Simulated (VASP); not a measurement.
# Y (R32) in VASP: notebook

The runs below take Y through single point, relaxation of cell and atoms, with PBE.

Program: VASP 6.6.1. These are calculated values, not measurements. Logs are shortened: lines on timing, memory, paths and dates and some standing lists are left out, and cuts for length are marked.

## (1) The cell of the first run

It takes space group R32 (No. 155, trigonal). The conventional cell has a = 8.594 Å, b = 8.594 Å, c = 9.015 Å, α = 90.00°, β = 90.00°, γ = 120.00°. Y (site symmetry 3) has 7 Y at 3.24 to 3.47 Å within 4.3 Å. Y (site symmetry 2) has 8 Y at 3.35 to 3.47 Å within 4.4 Å.

## (2) Single point, PBE

INCAR

```
SYSTEM = Y
PREC     = Accurate       ! precision mode
ENCUT    = 520            ! plane-wave cutoff, eV
EDIFF    = 1E-6           ! SCF threshold, eV
ISMEAR   = 0              ! smearing method
SIGMA    = 0.1            ! smearing width, eV
LREAL    = .False.        ! projectors in reciprocal space
LASPH    = .True.         ! aspherical terms in the spheres
NELM     = 100            ! most SCF steps
ALGO     = Normal         ! electronic algorithm
ISIF     = 2              ! what is computed and relaxed
LWAVE    = .False.        ! write WAVECAR
LCHARG   = .False.        ! write CHGCAR
GGA      = PE             ! functional
NBANDS   = 36             ! bands
```

KPOINTS

```
Automatic mesh
0
Gamma
  9 9 9
  0 0 0
```

POSCAR

```
Y
1.0
    4.2971356828      2.4809524432      3.0049698337
   -4.2971356828      2.4809524432      3.0049698337
    0.0000000000     -4.9619048864      3.0049698337
Y
5
Direct
    0.3202265420      0.3202265420      0.3202265420
    0.6797734580      0.6797734580      0.6797734580
    0.0000000000      0.7750300904      0.2249699096
    0.2249699096      0.0000000000      0.7750300904
    0.7750300904      0.2249699096      0.0000000000
```

Potentials or basis: VASP PAW PBE potentials, release 64 (Y_sv).

The run is started by

```
$ cat potpaw_PBE.64/Y_sv/POTCAR > POTCAR
$ mpirun -np 1 vasp_std > vasp.out
```

OUTCAR:

```text
SYSTEM = Y
   PREC = Accurate
   ENCUT = 520
   EDIFF = 1E-6
   ISMEAR = 0
   LREAL = .False.
   LASPH = .True.
   NELM = 100
   ISIF = 2
   GGA = PE

 ion  position               nearest neighbor table
   1  0.320  0.320  0.320-   2 3.24   4 3.43   5 3.43   3 3.43   4 3.47   3 3.47   5 3.47
   2  0.680  0.680  0.680-   1 3.24   3 3.43   5 3.43   4 3.43   4 3.47   3 3.47   5 3.47
   3  0.000  0.775  0.225-   4 3.35   5 3.35   4 3.41   5 3.41   2 3.43   1 3.43   2 3.47   1 3.47

   4  0.225  0.000  0.775-   3 3.35   5 3.35   3 3.41   5 3.41   1 3.43   2 3.43   1 3.47   2 3.47

   5  0.775  0.225  0.000-   3 3.35   4 3.35   3 3.41   4 3.41   2 3.43   1 3.43   2 3.47   1 3.47

  LATTYP: Found a trigonal (rhomboedric) cell.
 ALAT       =     5.8008916386
 COS(alpha) =    -0.0974850768

  Lattice vectors:

 A1 = (   4.2971356828,   2.4809524432,   3.0049698337)
 A2 = (  -4.2971356828,   2.4809524432,   3.0049698337)
 A3 = (   0.0000000000,  -4.9619048864,   3.0049698337)

Analysis of symmetry for initial positions (statically):
=====================================================================
 Subroutine PRICEL returns:
 Original cell was already a primitive cell.

 Routine SETGRP: Setting up the symmetry group for a
 trigonal (rhombohedral) supercell.

 Subroutine GETGRP returns: Found  6 space group operations
 (whereof  6 operations were pure point group operations)
 out of a pool of 12 trial point group operations.

The static configuration has the point symmetry D_3 .

Analysis of symmetry for dynamics (positions and initial velocities):
=====================================================================
 Subroutine PRICEL returns:
 Original cell was already a primitive cell.

 Routine SETGRP: Setting up the symmetry group for a
 trigonal (rhombohedral) supercell.

 Subroutine GETGRP returns: Found  6 space group operations
 (whereof  6 operations were pure point group operations)
 out of a pool of 12 trial point group operations.

The dynamic configuration has the point symmetry D_3 .

 Subroutine INISYM returns: Found  6 space group operations
 (whereof  6 operations are pure point group operations),
 and found     1 'primitive' translations

----------------------------------------------------------------------------------------

                                     Primitive cell

  volume of cell :     192.2157

  direct lattice vectors                    reciprocal lattice vectors
     4.297135683  2.480952443  3.004969834     0.116356577  0.067178501  0.110927348
    -4.297135683  2.480952443  3.004969834    -0.116356577  0.067178501  0.110927348
     0.000000000 -4.961904886  3.004969834     0.000000000 -0.134357002  0.110927348

  length of vectors
     5.800891639  5.800891639  5.800891639     0.174231686  0.174231686  0.174231686

  position of ions in fractional coordinates (direct lattice)
     0.320226542  0.320226542  0.320226542
     0.679773458  0.679773458  0.679773458
     1.000000000  0.775030090  0.224969910
     0.224969910  1.000000000  0.775030090
     0.775030090  0.224969910  0.000000000

  ion indices of the primitive-cell ions
   primitive index   ion index
                 1           1
                 2           2
                 3           3
                 4           4
                 5           5

----------------------------------------------------------------------------------------

 KPOINTS: Automatic mesh

Automatic generation of k-mesh.
 Grid dimensions read from file:
 generate k-points for:    9    9    9

 Generating k-lattice:

  Cartesian coordinates                     Fractional coordinates (reciprocal lattice)
     0.012928509  0.007464278  0.012325261     0.111111111 -0.000000000  0.000000000
    -0.012928509  0.007464278  0.012325261    -0.000000000  0.111111111  0.000000000
     0.000000000 -0.014928556  0.012325261     0.000000000  0.000000000  0.111111111

  Length of vectors
     0.019359076  0.019359076  0.019359076

  Shift w.r.t. Gamma in fractional coordinates (k-lattice)
     0.000000000  0.000000000  0.000000000

 Subroutine IBZKPT returns following result:
 ===========================================

 Found     85 irreducible k-points:

 Following reciprocal coordinates:
            Coordinates               Weight
  0.000000  0.000000  0.000000      1.000000
  0.111111  0.000000  0.000000      6.000000
  0.222222 -0.000000  0.000000      6.000000
  0.333333  0.000000  0.000000      6.000000
  0.444444 -0.000000  0.000000      6.000000
  0.111111  0.111111  0.000000      6.000000
[... 16 lines left out ...]
 -0.333333  0.333333  0.000000      6.000000
  0.444444  0.444444  0.000000      6.000000
 [... further k-points ...]
   k-points           NKPTS =     85   k-points in BZ     NKDIM =     85   number of bands    NBANDS=     36
   number of dos      NEDOS =    301   number of ions     NIONS =      5
   total plane-waves  NPLWV = 110592
   dimension x,y,z NGX =    48 NGY =   48 NGZ =   48
   dimension x,y,z NGXF=    96 NGYF=   96 NGZF=   96
   ions per type =               5
   NGX,Y,Z   is equivalent  to a cutoff of  13.76, 13.76, 13.76 a.u.
   NGXF,Y,Z  is equivalent  to a cutoff of  27.51, 27.51, 27.51 a.u.
 SYSTEM =  Y
   PREC   = accura    normal or accurate (medium, high low for compatibility)
   ISTART =      0    job   : 0-new  1-cont  2-samecut
   ICHARG =      2    charge: 1-file 2-atom 10-const
   ISPIN  =      1    spin polarized calculation?
   LNONCOLLINEAR =      F non collinear calculations
   LSORBIT =      F    spin-orbit coupling
   LASPH  =      T    aspherical Exc in radial PAW
   ENCUT  =  520.0 eV  38.22 Ry    6.18 a.u.  10.79 10.79 10.79*2*pi/ulx,y,z
   NELM   =    100;   NELMIN=  2; NELMDL= -5     # of ELM steps
   EDIFF  = 0.1E-05   stopping-criterion for ELM
   LREAL  =      F    real-space projection
   EDIFFG = 0.1E-04   stopping-criterion for IOM
   NSW    =      0    number of steps for IOM
   IBRION =     -1    ionic relax: 0-MD 1-quasi-New 2-CG
   NFREE  =      0    steps in history (QN), initial steepest desc. (CG)
   ISIF   =      2    stress and relaxation
   ISYM   =      2    0-nonsym 1-usesym 2-fastsym
   POTIM  = 0.5000    time-step for ionic-motion
   TEBEG  =    0.0;   TEEND  =   0.0 temperature during run
   PSTRESS=    0.0 pullay stress
   NELECT =      55.0000    total number of electrons
   NUPDOWN=      -1.0000    fix difference up-down
   EMIN   =  10.00;   EMAX   =-10.00  energy-range for DOS
   EFERMI =   0.00;   METHOD = LEGACY
   ISMEAR =     0;   SIGMA  =   0.10  broadening in eV -4-tet -1-fermi 0-gaus
   EFERMI_NEDOS =   21; number of points for ismear=-14 and -15
   IALGO  =     38    algorithm
   IMIX   =      4    mixing-type and parameters
     AMIX     =   0.40;   BMIX     =  1.00
     AMIX_MAG =   1.60;   BMIX_MAG =  1.00
  volume/ion in A,a.u.               =      38.44       259.43
  Fermi-wavevector in a.u.,A,eV,Ry     =   1.078780  2.038598 15.833993  1.163766
  Thomas-Fermi vector in A             =   2.214727
   LORBIT       =      0    0 simple, 1 ext, 2 COOP (PROOUT), +10 PAW based schemes
   GGA     = PE    functional components
   LHFCALC =     F    Hartree Fock is set to
   AEXX    =    0.0000 exact exchange contribution
   IVDW    =     0    specifies the selected vdW correction
   LEPSILON=     F    determine dielectric tensor
   LRPA    =     F    only Hartree local field effects (RPA)
 non-spin polarized calculation
 Gauss-broadening in eV      SIGMA  =   0.10
  energy-cutoff  :      520.00
  volume of cell :      192.22
 maximum number of plane-waves:      5199
 NGX is ok and might be reduce to    48
   NGX = 21   NGY = 21   NGZ = 21

 number of electron      55.0000000 magnetization

 Free energy of the ion-electron system (eV)
  ---------------------------------------------------
  ext. energy  EPLUGINS =         0.00000000
  ---------------------------------------------------
  free energy    TOTEN  =       -28.62414534 eV

  energy without entropy =      -28.56606198  energy(sigma->0) =      -28.59510366

 E-fermi :   2.1850     XC(G=0):  -8.7169

 val. band max:        2.1829074545   @ k =  -0.4444   0.4444   0.4444
 cond. band min:       2.1868937569   @ k =  -0.3333   0.4444   0.3333
 fundamental gap:      0.0039863024
 Fermi energy:         2.1850179937

 k-point     1 :       0.0000    0.0000    0.0000
  band No.  band energies     occupation
      1     -40.9734      2.00000
      2     -40.9309      2.00000
      3     -40.7276      2.00000
      4     -40.6693      2.00000
      5     -40.6693      2.00000
      6     -21.1288      2.00000
[... 28 lines left out ...]
     35       3.4973      0.00000
     36       3.5608      0.00000

 k-point     2 :       0.1111    0.0000    0.0000
  band No.  band energies     occupation
      1     -40.9728      2.00000
      2     -40.9312      2.00000
      3     -40.7269      2.00000
      4     -40.6738      2.00000
      5     -40.6659      2.00000
      6     -21.1277      2.00000
[... 28 lines left out ...]
     35       3.4950      0.00000
     36       3.6602      0.00000

 k-point     3 :       0.2222   -0.0000    0.0000
  band No.  band energies     occupation
      1     -40.9711      2.00000
      2     -40.9323      2.00000
      3     -40.7249      2.00000
      4     -40.6789      2.00000
      5     -40.6635      2.00000
      6     -21.1258      2.00000
[... 28 lines left out ...]
     35       3.4659      0.00000
     36       3.8640      0.00000

 k-point     4 :       0.3333    0.0000    0.0000
  band No.  band energies     occupation
      1     -40.9691      2.00000
      2     -40.9336      2.00000
      3     -40.7222      2.00000
      4     -40.6839      2.00000
      5     -40.6620      2.00000
      6     -21.1224      2.00000
[... 28 lines left out ...]
     35       3.4026      0.00000
     36       3.9948      0.00000

 k-point     5 :       0.4444   -0.0000    0.0000
  band No.  band energies     occupation
      1     -40.9676      2.00000
      2     -40.9345      2.00000
      3     -40.7201      2.00000
      4     -40.6873      2.00000
      5     -40.6613      2.00000
      6     -21.1144      2.00000
[... 655 lines left out ...]
 k-point    22 :      -0.4444    0.3333    0.0000
  band No.  band energies     occupation
      1     -40.9676      2.00000
      2     -40.9324      2.00000
      3     -40.7162      2.00000
      4     -40.6874      2.00000
      5     -40.6673      2.00000
      6     -21.1393      2.00000
[... 28 lines left out ...]
     35       3.4078      0.00000
     36       3.7149      0.00000

 k-point    23 :      -0.3333    0.3333    0.0000
  band No.  band energies     occupation
      1     -40.9686      2.00000
      2     -40.9319      2.00000
      3     -40.7191      2.00000
      4     -40.6829      2.00000
      5     -40.6684      2.00000
      6     -21.1440      2.00000
[... 28 lines left out ...]
     35       3.5590      0.00000
     36       3.6648      0.00000

 k-point    24 :       0.4444    0.4444    0.0000
  band No.  band energies     occupation
      1     -40.9669      2.00000
      2     -40.9326      2.00000
      3     -40.7129      2.00000
      4     -40.6913      2.00000
      5     -40.6673      2.00000
      6     -21.1345      2.00000
[... 28 lines left out ...]
     35       3.3903      0.00000
     36       3.8055      0.00000

 [... further k-points ...]

------------------------ aborting loop because EDIFF is reached ----------------------------------------

  FORCE on cell =-STRESS in cart. coord.  units (eV):
  Direction    XX          YY          ZZ          XY          YZ          ZX
  --------------------------------------------------------------------------------------
  -------------------------------------------------------------------------------------
  Total       -0.0895869     -0.0895869     -0.1104949      0.0000000      0.0000000     -0.0000000
  in kB       -0.7467346     -0.7467346     -0.9210092      0.0000000      0.0000000     -0.0000000
  external PRESSURE =      -0.8048262 kB  Pullay stress =       0.0000000 kB

 VOLUME and BASIS-vectors are now :
 -----------------------------------------------------------------------------
  energy-cutoff  :      520.00
  volume of cell :      192.22
      direct lattice vectors                 reciprocal lattice vectors
     4.297135683  2.480952443  3.004969834     0.116356577  0.067178501  0.110927348
    -4.297135683  2.480952443  3.004969834    -0.116356577  0.067178501  0.110927348
     0.000000000 -4.961904886  3.004969834     0.000000000 -0.134357002  0.110927348

 POSITION                                       TOTAL-FORCE (eV/Angst)
 -----------------------------------------------------------------------------------
      0.00000      0.00000      2.88681         0.000000     -0.000000     -0.009467
      0.00000      0.00000      6.12810         0.000000      0.000000      0.009467
     -3.33041      0.80653      3.00497        -0.000256      0.000444     -0.000000
      0.96673     -3.28749      3.00497        -0.000256     -0.000444     -0.000000
      2.36368      2.48095      3.00497         0.000512      0.000000     -0.000000
 -----------------------------------------------------------------------------------
    total drift:                                0.000000     -0.000000      0.000000

  FREE ENERGIE OF THE ION-ELECTRON SYSTEM (eV)
  ---------------------------------------------------
  free  energy   TOTEN  =       -28.6241453352 eV

  energy  without entropy=      -28.5660619788  energy(sigma->0) =      -28.59510366
```

It took 6.6 min on 1 thread of Intel Xeon 6975P-C (Granite Rapids), shared host; peak memory 0.63 GiB.

Results:

```yaml
Free_energy: -28.6241 eV
Pressure: -0.1 GPa
Largest_force: 0.009 eV/Å
```

Forces in eV/Å, atoms in the order of the input:
```
Y    0.000  0.000 -0.009
Y    0.000  0.000  0.009
Y    0.000  0.000  0.000
Y    0.000  0.000  0.000
Y    0.001  0.000  0.000
```

[end of part 1 of 2]
